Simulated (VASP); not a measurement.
# Cd (Pm-3n) in VASP: single point with PBEsol

Aim: the single point of Cd with PBEsol.

Everything below comes from runs of VASP 6.6.1. Logs are shortened: lines on timing, memory, paths and dates and some standing lists are left out, and cuts for length are marked.

### 1 The cell of the first run

It takes space group Pm-3n (No. 223, cubic). Conventional cell: a = 5.537 Å, b = 5.537 Å, c = 5.537 Å, α = 90.00°, β = 90.00°, γ = 90.00°. Cd (site symmetry m-3) has 12 Cd at 3.10 Å within 4.1 Å. Within 3.6 Å of Cd (site symmetry -4m2) lie 14 Cd at 2.77 to 3.39 Å.

### 2 Single point, PBEsol

File INCAR:

```
ALGO = Fast
EDIFF = 1E-6
ENCUT = 520
GGA = PS
ISIF = 2
ISMEAR = 0
LASPH = True
LCHARG = True
LELF = True
LREAL = False
LVHAR = True
LWAVE = False
NBANDS = 58
NELM = 60
PREC = Accurate
SIGMA = 0.1
```

File KPOINTS:

```
k-points
0
Gamma
  8 8 8
```

File POSCAR:

```
Cd
1.0
    5.5368839977      0.0000000000      0.0000000000
    0.0000000000      5.5368839977      0.0000000000
    0.0000000000      0.0000000000      5.5368839977
Cd
8
Direct
    0.5000000000      0.5000000000      0.5000000000
    0.0000000000      0.0000000000      0.0000000000
    0.2500000000      0.0000000000      0.5000000000
    0.5000000000      0.2500000000      0.0000000000
    0.5000000000      0.7500000000      0.0000000000
    0.7500000000      0.0000000000      0.5000000000
    0.0000000000      0.5000000000      0.7500000000
    0.0000000000      0.5000000000      0.2500000000
```

Potentials or basis: VASP PAW PBE potentials, release 64 (Cd).

Command:

```sh
cat potpaw_PBE.64/Cd/POTCAR > POTCAR
mpirun -np 1 vasp_std > vasp.out
```

OUTCAR:

```text
EDIFF = 1E-6
   ENCUT = 520
   GGA = PS
   ISIF = 2
   ISMEAR = 0
   LASPH = True
   LREAL = False
   NELM = 60
   PREC = Accurate

 ion  position               nearest neighbor table
   1  0.500  0.500  0.500-   3 3.10   4 3.10   5 3.10   6 3.10   7 3.10   8 3.10   4 3.10   5 3.10
                             3 3.10   6 3.10   7 3.10   8 3.10
   2  0.000  0.000  0.000-   3 3.10   4 3.10   5 3.10   6 3.10   7 3.10   8 3.10   3 3.10   6 3.10
                             7 3.10   8 3.10   4 3.10   5 3.10
   3  0.250  0.000  0.500-   6 2.77   6 2.77   1 3.10   2 3.10   1 3.10   2 3.10   4 3.39   5 3.39
                             4 3.39   5 3.39   8 3.39   7 3.39   8 3.39   7 3.39
   4  0.500  0.250  0.000-   5 2.77   5 2.77   1 3.10   1 3.10   2 3.10   2 3.10   3 3.39   6 3.39
                             6 3.39   3 3.39   8 3.39   7 3.39   7 3.39   8 3.39
   5  0.500  0.750  0.000-   4 2.77   4 2.77   1 3.10   1 3.10   2 3.10   2 3.10   3 3.39   6 3.39
                             6 3.39   3 3.39   8 3.39   7 3.39   7 3.39   8 3.39
   6  0.750  0.000  0.500-   3 2.77   3 2.77   1 3.10   2 3.10   1 3.10   2 3.10   4 3.39   5 3.39
                             5 3.39   4 3.39   8 3.39   7 3.39   8 3.39   7 3.39
   7  0.000  0.500  0.750-   8 2.77   8 2.77   1 3.10   2 3.10   2 3.10   1 3.10   3 3.39   4 3.39
                             5 3.39   3 3.39   6 3.39   6 3.39   4 3.39   5 3.39
   8  0.000  0.500  0.250-   7 2.77   7 2.77   1 3.10   2 3.10   2 3.10   1 3.10   3 3.39   4 3.39
                             5 3.39   3 3.39   6 3.39   6 3.39   4 3.39   5 3.39

  LATTYP: Found a simple cubic cell.
 ALAT       =     5.5368839977

  Lattice vectors:

 A1 = (   5.5368839977,   0.0000000000,   0.0000000000)
 A2 = (   0.0000000000,   5.5368839977,   0.0000000000)
 A3 = (   0.0000000000,   0.0000000000,   5.5368839977)

Analysis of symmetry for initial positions (statically):
=====================================================================
 Subroutine PRICEL returns:
 Original cell was already a primitive cell.

 Routine SETGRP: Setting up the symmetry group for a
 simple cubic supercell.

 Subroutine GETGRP returns: Found 48 space group operations
 (whereof 24 operations were pure point group operations)
 out of a pool of 48 trial point group operations.

The static configuration has the point symmetry T_h .
 The point group associated with its full space group is O_h .

Analysis of symmetry for dynamics (positions and initial velocities):
=====================================================================
 Subroutine PRICEL returns:
 Original cell was already a primitive cell.

 Routine SETGRP: Setting up the symmetry group for a
 simple cubic supercell.

 Subroutine GETGRP returns: Found 48 space group operations
 (whereof 24 operations were pure point group operations)
 out of a pool of 48 trial point group operations.

The dynamic configuration has the point symmetry T_h .
 The point group associated with its full space group is O_h .

 Subroutine INISYM returns: Found 48 space group operations
 (whereof 24 operations are pure point group operations),
 and found     1 'primitive' translations

----------------------------------------------------------------------------------------

                                     Primitive cell

  volume of cell :     169.7447

  direct lattice vectors                    reciprocal lattice vectors
     5.536883998  0.000000000  0.000000000     0.180606999  0.000000000  0.000000000
     0.000000000  5.536883998  0.000000000     0.000000000  0.180606999  0.000000000
     0.000000000  0.000000000  5.536883998     0.000000000  0.000000000  0.180606999

  length of vectors
     5.536883998  5.536883998  5.536883998     0.180606999  0.180606999  0.180606999

  position of ions in fractional coordinates (direct lattice)
     0.500000000  0.500000000  0.500000000
     0.000000000  0.000000000  0.000000000
     0.250000000  0.000000000  0.500000000
     0.500000000  0.250000000  0.000000000
     0.500000000  0.750000000  0.000000000
     0.750000000  0.000000000  0.500000000
     0.000000000  0.500000000  0.750000000
     0.000000000  0.500000000  0.250000000

  ion indices of the primitive-cell ions
   primitive index   ion index
                 1           1
                 2           2
                 3           3
                 4           4
                 5           5
                 6           6
                 7           7
                 8           8

----------------------------------------------------------------------------------------

 KPOINTS: k-points

Automatic generation of k-mesh.
 Grid dimensions read from file:
 generate k-points for:    8    8    8

 Generating k-lattice:

  Cartesian coordinates                     Fractional coordinates (reciprocal lattice)
     0.022575875  0.000000000  0.000000000     0.125000000  0.000000000  0.000000000
     0.000000000  0.022575875  0.000000000     0.000000000  0.125000000  0.000000000
     0.000000000  0.000000000  0.022575875     0.000000000  0.000000000  0.125000000

  Length of vectors
     0.022575875  0.022575875  0.022575875

  Shift w.r.t. Gamma in fractional coordinates (k-lattice)
     0.000000000  0.000000000  0.000000000

 Subroutine IBZKPT returns following result:
 ===========================================

 Found     35 irreducible k-points:

 Following reciprocal coordinates:
            Coordinates               Weight
  0.000000  0.000000  0.000000      1.000000
  0.125000  0.000000  0.000000      6.000000
  0.250000  0.000000  0.000000      6.000000
  0.375000  0.000000  0.000000      6.000000
  0.500000  0.000000  0.000000      3.000000
  0.125000  0.125000  0.000000     12.000000
[... 16 lines left out ...]
  0.375000  0.375000  0.125000     24.000000
  0.500000  0.375000  0.125000     24.000000
 [... further k-points ...]
   k-points           NKPTS =     35   k-points in BZ     NKDIM =     35   number of bands    NBANDS=     58
   number of dos      NEDOS =    301   number of ions     NIONS =      8
   total plane-waves  NPLWV =  74088
   dimension x,y,z NGX =    42 NGY =   42 NGZ =   42
   dimension x,y,z NGXF=    84 NGYF=   84 NGZF=   84
   ions per type =               8
   NGX,Y,Z   is equivalent  to a cutoff of  12.61, 12.61, 12.61 a.u.
   NGXF,Y,Z  is equivalent  to a cutoff of  25.22, 25.22, 25.22 a.u.
 SYSTEM =  unknown system
   PREC   = accura    normal or accurate (medium, high low for compatibility)
   ISTART =      0    job   : 0-new  1-cont  2-samecut
   ICHARG =      2    charge: 1-file 2-atom 10-const
   ISPIN  =      1    spin polarized calculation?
   LNONCOLLINEAR =      F non collinear calculations
   LSORBIT =      F    spin-orbit coupling
   LASPH  =      T    aspherical Exc in radial PAW
   ENCUT  =  520.0 eV  38.22 Ry    6.18 a.u.  10.29 10.29 10.29*2*pi/ulx,y,z
   NELM   =     60;   NELMIN=  2; NELMDL= -5     # of ELM steps
   EDIFF  = 0.1E-05   stopping-criterion for ELM
   LREAL  =      F    real-space projection
   EDIFFG = 0.1E-04   stopping-criterion for IOM
   NSW    =      0    number of steps for IOM
   IBRION =     -1    ionic relax: 0-MD 1-quasi-New 2-CG
   NFREE  =      0    steps in history (QN), initial steepest desc. (CG)
   ISIF   =      2    stress and relaxation
   ISYM   =      2    0-nonsym 1-usesym 2-fastsym
   POTIM  = 0.5000    time-step for ionic-motion
   TEBEG  =    0.0;   TEEND  =   0.0 temperature during run
   PSTRESS=    0.0 pullay stress
   NELECT =      96.0000    total number of electrons
   NUPDOWN=      -1.0000    fix difference up-down
   EMIN   =  10.00;   EMAX   =-10.00  energy-range for DOS
   EFERMI =   0.00;   METHOD = LEGACY
   ISMEAR =     0;   SIGMA  =   0.10  broadening in eV -4-tet -1-fermi 0-gaus
   EFERMI_NEDOS =   21; number of points for ismear=-14 and -15
   IALGO  =     68    algorithm
   IMIX   =      4    mixing-type and parameters
     AMIX     =   0.40;   BMIX     =  1.00
     AMIX_MAG =   1.60;   BMIX_MAG =  1.00
  volume/ion in A,a.u.               =      21.22       143.19
  Fermi-wavevector in a.u.,A,eV,Ry     =   1.353837  2.558382 24.937785  1.832876
  Thomas-Fermi vector in A             =   2.481059
   LORBIT       =      0    0 simple, 1 ext, 2 COOP (PROOUT), +10 PAW based schemes
   GGA     = PS    functional components
   LHFCALC =     F    Hartree Fock is set to
   AEXX    =    0.0000 exact exchange contribution
   IVDW    =     0    specifies the selected vdW correction
   LEPSILON=     F    determine dielectric tensor
   LRPA    =     F    only Hartree local field effects (RPA)
 non-spin polarized calculation
 RMM-DIIS sequential band-by-band and
 Gauss-broadening in eV      SIGMA  =   0.10
  energy-cutoff  :      520.00
  volume of cell :      169.74
 maximum number of plane-waves:      4632
 NGX is ok and might be reduce to    42
   NGX = 21   NGY = 21   NGZ = 21

 number of electron      96.0000093 magnetization

 Free energy of the ion-electron system (eV)
  ---------------------------------------------------
  ext. energy  EPLUGINS =         0.00000000
  ---------------------------------------------------
  free energy    TOTEN  =        -9.36338116 eV

  energy without entropy =       -9.35193894  energy(sigma->0) =       -9.35766005

 E-fermi :   2.7736     XC(G=0): -11.3065

 val. band max:        2.7387751408   @ k =   0.3750   0.3750   0.0000
 cond. band min:       2.7768789648   @ k =   0.1250   0.1250   0.0000
 fundamental gap:      0.0381038240
 Fermi energy:         2.7735612904

 k-point     1 :       0.0000    0.0000    0.0000
  band No.  band energies     occupation
      1      -7.1749      2.00000
      2      -7.1749      2.00000
      3      -7.0934      2.00000
      4      -6.7461      2.00000
      5      -6.7461      2.00000
      6      -6.7461      2.00000
[... 50 lines left out ...]
     57       6.2662      0.00000
     58       6.2662      0.00000

 k-point     2 :       0.1250    0.0000    0.0000
  band No.  band energies     occupation
      1      -7.1723      2.00000
      2      -7.1403      2.00000
      3      -7.0594      2.00000
      4      -6.7944      2.00000
      5      -6.7309      2.00000
      6      -6.7309      2.00000
[... 1337 lines left out ...]
      2      -6.8575      2.00000
      3      -6.8281      2.00000
      4      -6.7279      2.00000
      5      -6.6709      2.00000
      6      -6.6579      2.00000
[... 50 lines left out ...]
     57       8.9407      0.00000
     58       8.9846      0.00000

 [... further k-points ...]

------------------------ aborting loop because EDIFF is reached ----------------------------------------

  FORCE on cell =-STRESS in cart. coord.  units (eV):
  Direction    XX          YY          ZZ          XY          YZ          ZX
  --------------------------------------------------------------------------------------
  -------------------------------------------------------------------------------------
  Total        0.4020173      0.4020173      0.4020173     -0.0000000     -0.0000000     -0.0000000
  in kB        3.7945393      3.7945393      3.7945393     -0.0000000     -0.0000000     -0.0000000
  external PRESSURE =       3.7945393 kB  Pullay stress =       0.0000000 kB

 VOLUME and BASIS-vectors are now :
 -----------------------------------------------------------------------------
  energy-cutoff  :      520.00
  volume of cell :      169.74
      direct lattice vectors                 reciprocal lattice vectors
     5.536883998  0.000000000  0.000000000     0.180606999  0.000000000  0.000000000
     0.000000000  5.536883998  0.000000000     0.000000000  0.180606999  0.000000000
     0.000000000  0.000000000  5.536883998     0.000000000  0.000000000  0.180606999

 POSITION                                       TOTAL-FORCE (eV/Angst)
 -----------------------------------------------------------------------------------
      2.76844      2.76844      2.76844         0.000000     -0.000000      0.000000
      0.00000      0.00000      0.00000         0.000000     -0.000000      0.000000
      1.38422      0.00000      2.76844        -0.000000      0.000000      0.000000
      2.76844      1.38422      0.00000        -0.000000     -0.000000      0.000000
      2.76844      4.15266      0.00000        -0.000000     -0.000000     -0.000000
      4.15266      0.00000      2.76844         0.000000     -0.000000     -0.000000
      0.00000      2.76844      4.15266        -0.000000      0.000000      0.000000
      0.00000      2.76844      1.38422        -0.000000     -0.000000      0.000000
 -----------------------------------------------------------------------------------
    total drift:                                0.000000     -0.000000     -0.000000

  FREE ENERGIE OF THE ION-ELECTRON SYSTEM (eV)
  ---------------------------------------------------
  free  energy   TOTEN  =        -9.3633811582 eV

  energy  without entropy=       -9.3519389391  energy(sigma->0) =       -9.35766005
```

It took 7.3 min on 1 thread of Intel Xeon 8259CL, shared host; peak memory 0.39 GiB.

What came out:

| Property | Result |
| --- | --- |
| Free energy | -9.3634 eV |
| Pressure | 0.4 GPa |
| Band gap on the k mesh | zero (bands 48 and 49 overlap by 2.52 eV) |

Caveat: the PAW data sets were made with another functional, which shifts forces and pressure a little.

The gap in the log of VASP goes by the Fermi energy; the results here count the filled bands.